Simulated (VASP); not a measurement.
Wanted: the native input for a VASP 6.6.1 run.

```yaml
Task: single point
Functional: r2SCAN
Potentials_or_basis: VASP PAW PBE potentials, release 64 (Rh_pv)
Cutoff: 520 eV
k_mesh: 6 × 6 × 6
Occupations: gaussian, width 0.1 eV
Spin: no spin polarisation
Dipole_correction: no
Further_INCAR_settings: ALGO = Normal; EDIFF = 1e-06; NBANDS = 30
```

Rh:

```
Rh
1.0
     4.28764    0.00000    0.00000
    -2.14382    3.71320    0.00000
     0.00000    0.00000    2.66014
Rh
3
Direct
  0.00000 0.00000 0.00000
  0.33333 0.66667 0.50000
  0.66667 0.33333 0.50000
```

One way to write it, as run:

POSCAR

```
Rh
1.0
    4.2876396613      0.0000000000      0.0000000000
   -2.1438198307      3.7132048690      0.0000000000
    0.0000000000      0.0000000000      2.6601415685
Rh
3
Direct
    0.0000000000      0.0000000000      0.0000000000
    0.3333333333      0.6666666667      0.5000000000
    0.6666666667      0.3333333333      0.5000000000
```

INCAR.step1

```
SYSTEM = Rh
PREC = Accurate
ENCUT = 520
ISMEAR = 0
SIGMA = 0.1
LREAL = .FALSE.
LASPH = .TRUE.
NELM = 100
NBANDS = 30
GGA = PE
ALGO = Normal
EDIFF = 1E-4
LWAVE = .TRUE.
LCHARG = .FALSE.
```

INCAR.step2

```
SYSTEM = Rh
PREC = Accurate
ENCUT = 520
EDIFF = 1E-6
ISMEAR = 0
SIGMA = 0.1
LREAL = .FALSE.
LASPH = .TRUE.
NELM = 100
ALGO = Normal
ISIF = 2
LWAVE = .FALSE.
LCHARG = .FALSE.
METAGGA = R2SCAN
LMIXTAU = .TRUE.
NBANDS = 30
ISTART = 1
```

KPOINTS

```
Automatic mesh
0
G
  6 6 6
  0 0 0
```

Potentials or basis: VASP PAW PBE potentials, release 64 (Rh_pv).

Run with:

```bash
$ cat potpaw_PBE.64/Rh_pv/POTCAR > POTCAR
$ cp INCAR.step1 INCAR
$ mpirun -np 1 vasp_std > vasp.out
$ cp INCAR.step2 INCAR
$ mpirun -np 1 vasp_std > vasp.out
```

It gave:

```
Pressure : 1.0 GPa
```

Caveat: the k points lie up to 0.39 Å⁻¹ apart; the PAW data sets were made with another functional, which shifts forces and pressure a little.

Run time: 3.4 min on 1 thread of AMD EPYC 7R43 64-Core Processor (Zen 3) (shared host), peak memory 0.14 GiB.
